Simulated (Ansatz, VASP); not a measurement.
Sr: VASP beside Ansatz

```
Sr
1.0
     3.80074    0.00000    0.00000
     0.00000    3.80074    0.00000
     0.00000    0.00000    3.80074
Sr
1
Direct
  0.00000 0.00000 0.00000
```

Alike in both runs: task single point; functional PBEsol; k mesh 12 × 12 × 12; occupations gaussian, width 0.1 eV; no spin polarisation.

|  | VASP | Ansatz |
| --- | --- | --- |
| version | VASP 6.6.1 | Ansatz 0.2.0 |
| potentials or method | VASP PAW PBE potentials, release 64 (Sr_sv), cutoff 520 eV | scalar-relativistic, plane waves, PAW |
| valence electrons in the cell | 10 | 10 |

|  | VASP | Ansatz | Ansatz less VASP |
| --- | --- | --- | --- |
| gap on the k mesh at the Fermi level (eV) | none | none | - |
| pressure (GPa) | -0.3 | -0.3 | -0.01 |

VASP's potentials were made for PBE, not for PBEsol. A gap of «none» marks a metal or a gap that the smearing closes. With one functional, cell and mesh, what is left measures potentials, basis and numerics.
